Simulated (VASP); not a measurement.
# Si12Cl in VASP: single point with PBE+D3(BJ)

Aim: the single point of Si12Cl with PBE+D3(BJ).

Everything below comes from runs of VASP 6.6.1. Logs are shortened: lines on timing, memory, paths and dates and some standing lists are left out, and cuts for length are marked.

## Step 1: The cell of the first run

The cell holds a slab with vacuum, 13 atoms: a = 7.667 Å, b = 5.421 Å, c = 20.788 Å, α = 90.00°, β = 90.00°, γ = 90.00°.

## Step 2: Single point, PBE+D3(BJ), collinear spin, ferromagnetic start

The input, INCAR:

```
PREC = Accurate
ENCUT = 400
EDIFF = 1E-6
ISMEAR = 0
SIGMA = 0.05
LREAL = False
LASPH = True
NELM = 200
ALGO = Normal
ISIF = 2
LWAVE = False
LCHARG = False
ISPIN = 2
MAGMOM = 0 0 0 0 0 0 0 0 0 0 0 0 1
LORBIT = 11
LDIPOL = True
IDIPOL = 3
DIPOL = 0.5 0.5 0.298
GGA = PE
IVDW = 12
NBANDS = 44
GGA_COMPAT = False
NELMDL = -8
```

The input, KPOINTS:

```
regular mesh
0
Gamma
  4 5 1
```

The input, POSCAR:

```
Si12Cl
1.0
    7.6666885535      0.0000000000      0.0000000000
    0.0000000000      5.4211674654      0.0000000000
    0.0000000000      0.0000000000     20.7877550826
Si Cl
12 1
Direct
    0.2500000000      0.0000000000      0.1924209701
    0.7500000000      0.0000000000      0.1924209701
    0.0000000000      0.2500000000      0.1924209701
    0.5000000000      0.2500000000      0.1924209701
    0.0000000000      0.5038841154      0.2822006338
    0.5000000000      0.5038841154      0.2822006338
    0.2500000000      0.7461158846      0.2822006338
    0.7500000000      0.7461158846      0.2822006338
    0.2500000000      0.0086034078      0.3698213228
    0.7500000000      0.0086034078      0.3698213228
    0.0000000000      0.2413965922      0.3698213228
    0.5000000000      0.2413965922      0.3698213228
    0.2500000000      0.3419367412      0.4900844291
```

Potentials or basis: VASP PAW PBE potentials, release 64 (Si, Cl).

Launch:

```console
$ cat potpaw_PBE.64/Si/POTCAR potpaw_PBE.64/Cl/POTCAR > POTCAR
$ mpirun -np 1 vasp_std > vasp.out
```

OUTCAR:

```text
PREC = Accurate
   ENCUT = 400
   EDIFF = 1E-6
   ISMEAR = 0
   LREAL = False
   LASPH = True
   NELM = 200
   ISIF = 2
   ISPIN = 2
   LORBIT = 11
   GGA = PE
   IVDW = 12
   NELMDL = -8
 IVDW          = 12

 ion  position               nearest neighbor table
   1  0.250  0.000  0.192-   7 2.32   4 2.35   3 2.35
   2  0.750  0.000  0.192-   8 2.32   4 2.35   3 2.35
   3  0.000  0.250  0.192-   5 2.32   2 2.35   1 2.35
   4  0.500  0.250  0.192-   6 2.32   2 2.35   1 2.35
   5  0.000  0.504  0.282-  11 2.31   3 2.32   8 2.32   7 2.32
   6  0.500  0.504  0.282-  12 2.31   4 2.32   8 2.32   7 2.32
   7  0.250  0.746  0.282-   9 2.31   1 2.32   6 2.32   5 2.32
   8  0.750  0.746  0.282-  10 2.31   2 2.32   6 2.32   5 2.32
   9  0.250  0.009  0.370-  11 2.29  12 2.29   7 2.31
  10  0.750  0.009  0.370-  11 2.29  12 2.29   8 2.31
  11  0.000  0.241  0.370-   9 2.29  10 2.29   5 2.31
  12  0.500  0.241  0.370-   9 2.29  10 2.29   6 2.31
  13  0.250  0.342  0.490-

  LATTYP: Found a simple orthorhombic cell.
 ALAT       =     5.4211674654
 B/A-ratio  =     1.4142135624
 C/A-ratio  =     3.8345532056

  Lattice vectors:

 A1 = (   0.0000000000,  -5.4211674654,   0.0000000000)
 A2 = (   7.6666885535,   0.0000000000,   0.0000000000)
 A3 = (   0.0000000000,   0.0000000000,  20.7877550826)

Analysis of symmetry for initial positions (statically):
=====================================================================
 Subroutine PRICEL returns:
 Original cell was already a primitive cell.

 Routine SETGRP: Setting up the symmetry group for a
 simple orthorhombic supercell.

 Subroutine GETGRP returns: Found  2 space group operations
 (whereof  1 operations were pure point group operations)
 out of a pool of  8 trial point group operations.

The static configuration has the point symmetry C_1 .
 The point group associated with its full space group is C_1h.

Analysis of symmetry for dynamics (positions and initial velocities):
=====================================================================
 Subroutine PRICEL returns:
 Original cell was already a primitive cell.

 Routine SETGRP: Setting up the symmetry group for a
 simple orthorhombic supercell.

 Subroutine GETGRP returns: Found  2 space group operations
[... 190 lines left out ...]
      1     -15.5639      1.00000
      2     -13.6984      1.00000
      3     -11.8470      1.00000
      4     -11.6339      1.00000
      5     -11.6100      1.00000
      6     -10.3806      1.00000
[... 367 lines left out ...]
     38       1.3821      0.00000
     39       2.1779      0.00000
 Fermi energy:        -2.2412167859

 spin component 2

 k-point     1 :       0.0000    0.0000    0.0000
  band No.  band energies     occupation
      1     -15.5641      1.00000
      2     -13.6991      1.00000
      3     -11.8479      1.00000
      4     -11.6348      1.00000
      5     -11.6108      1.00000
      6     -10.3815      1.00000
[... 367 lines left out ...]
     38       1.3813      0.00000
     39       2.1758      0.00000
 [bands above 39 left out]

------------------------ aborting loop because EDIFF is reached ----------------------------------------

 vacuum level on the upper side and lower side of the slab       (xc-potential included)         0.864        -0.797

 Edisp (eV)   -3.19826

 E8    (eV) :    -1.3810

  FORCE on cell =-STRESS in cart. coord.  units (eV):
  Direction    XX          YY          ZZ          XY          YZ          ZX
  --------------------------------------------------------------------------------------
  -------------------------------------------------------------------------------------
  Total       0.04720     0.83209    -2.37259     0.00000    -1.53285     0.00000
  in kB       0.08753     1.54303    -4.39972     0.00000    -2.84250     0.00000
  external pressure =       -0.92 kB  Pullay stress =        0.00 kB

 VOLUME and BASIS-vectors are now :
 -----------------------------------------------------------------------------
  energy-cutoff  :      400.00
  volume of cell :      863.99
      direct lattice vectors                 reciprocal lattice vectors
     7.666688554  0.000000000  0.000000000     0.130434410  0.000000000  0.000000000
     0.000000000  5.421167465  0.000000000     0.000000000  0.184462112  0.000000000
     0.000000000  0.000000000 20.787755083     0.000000000  0.000000000  0.048105243

 POSITION                                       TOTAL-FORCE (eV/Angst)
 -----------------------------------------------------------------------------------
      1.91667      0.00000      4.00000         0.000000      0.470294      0.134144
      5.75002      0.00000      4.00000         0.000000      0.568659     -0.067699
      0.00000      1.35529      4.00000        -0.120315     -0.435687     -0.064740
      3.83334      1.35529      4.00000         0.120315     -0.435687     -0.064740
      0.00000      2.73164      5.86632         0.038287      0.014315     -0.099973
      3.83334      2.73164      5.86632        -0.038287      0.014315     -0.099973
      1.91667      4.04482      5.86632         0.000000     -0.082657      0.050713
      5.75002      4.04482      5.86632         0.000000      0.168822      0.024437
      1.91667      0.04664      7.68776         0.000000      0.142960      0.217883
      5.75002      0.04664      7.68776         0.000000     -0.115388      0.362772
      0.00000      1.30865      7.68776         0.432062     -0.013793      0.360349
      3.83334      1.30865      7.68776        -0.432062     -0.013793      0.360349
      1.91667      1.85370     10.18776         0.000000     -0.282359     -1.113522
 -----------------------------------------------------------------------------------
    total drift:                                0.000000      0.000087     -0.000447

  FREE ENERGIE OF THE ION-ELECTRON SYSTEM (eV)
  ---------------------------------------------------
  free  energy   TOTEN  =       -62.3377132431 eV

  energy  without entropy=      -62.3268497031  energy(sigma->0) =      -62.33228147

 vacuum level on the upper side and lower side of the slab         4.231         2.519

 total charge

# of ion       s       p       d       tot
------------------------------------------
    1        0.813   0.829   0.000   1.642
    2        0.807   0.835   0.000   1.642
    3        0.806   0.840   0.000   1.646
    4        0.806   0.840   0.000   1.646
    5        0.780   0.922   0.000   1.702
    6        0.780   0.922   0.000   1.702
    7        0.779   0.927   0.000   1.706
    8        0.780   0.915   0.000   1.695
    9        0.809   0.833   0.000   1.642
   10        0.804   0.864   0.000   1.668
   11        0.809   0.831   0.000   1.640
   12        0.809   0.831   0.000   1.640
   13        1.611   3.396   0.000   5.007
--------------------------------------------------
tot         11.194  13.784   0.000  24.978

 magnetization (x)

# of ion       s       p       d       tot
------------------------------------------
    1       -0.000  -0.001   0.000  -0.001
    2       -0.000  -0.002   0.000  -0.002
    3       -0.000  -0.001   0.000  -0.001
    4       -0.000  -0.001   0.000  -0.001
    5       -0.000  -0.000   0.000  -0.000
    6       -0.000  -0.000   0.000  -0.000
    7       -0.000  -0.000   0.000  -0.000
    8       -0.000  -0.000   0.000  -0.000
    9        0.000   0.000   0.000   0.000
   10        0.000   0.001   0.000   0.001
   11       -0.000  -0.000   0.000  -0.000
   12       -0.000  -0.000   0.000  -0.000
   13       -0.000  -0.000   0.000  -0.000
--------------------------------------------------
tot         -0.001  -0.004   0.000  -0.005
```

OSZICAR:

```text
N       E                     dE             d eps       ncg     rms          rms(c)
DAV:   1     0.263906900366E+03    0.26391E+03   -0.14876E+04  1584   0.723E+02
DAV:   2    -0.260167489391E+02   -0.28992E+03   -0.28105E+03  2340   0.155E+02
DAV:   3    -0.597127034387E+02   -0.33696E+02   -0.32743E+02  1884   0.491E+01
DAV:   4    -0.609798841076E+02   -0.12672E+01   -0.12620E+01  1964   0.122E+01
[... 23 lines left out ...]
DAV:  28    -0.591394186161E+02   -0.23778E-03   -0.16246E-05  1688   0.664E-03    0.222E-03
DAV:  29    -0.591394531381E+02   -0.34522E-04   -0.36676E-06  1708   0.438E-03    0.164E-03
DAV:  30    -0.591394552841E+02   -0.21460E-05   -0.17635E-06  1592   0.345E-03    0.133E-03
DAV:  31    -0.591394539117E+02    0.13723E-05   -0.86956E-07  1544   0.251E-03    0.120E-03
DAV:  32    -0.591394536189E+02    0.29284E-06   -0.46508E-07  1272   0.173E-03
   1 F= -.62337713E+02 E0= -.62332281E+02  d E =-.108635E-01  mag=    -0.0135
```

It took 21 min on 1 thread of Intel Xeon 6975P-C, shared host; peak memory 0.91 GiB.

Results:

```yaml
Free_energy: -62.3377 eV
Largest_force: 1.149 eV/Å
Net_moment: -0.01 μB per cell
Valence_electrons_inside_the_program's_atomic_spheres: Si 1.64, 1.65, 1.70, 1.71, 1.67; Cl 5.01
Dispersion_energy_per_atom: -0.246 eV
```

Forces in eV/Å, atoms in the order of the input:
```
Si   0.000  0.470  0.134
Si   0.000  0.569 -0.068
Si  -0.120 -0.436 -0.065
Si   0.120 -0.436 -0.065
Si   0.038  0.014 -0.100
Si  -0.038  0.014 -0.100
Si   0.000 -0.083  0.051
Si   0.000  0.169  0.024
Si   0.000  0.143  0.218
Si   0.000 -0.115  0.363
Si   0.432 -0.014  0.360
Si  -0.432 -0.014  0.360
Cl   0.000 -0.282 -1.114
```
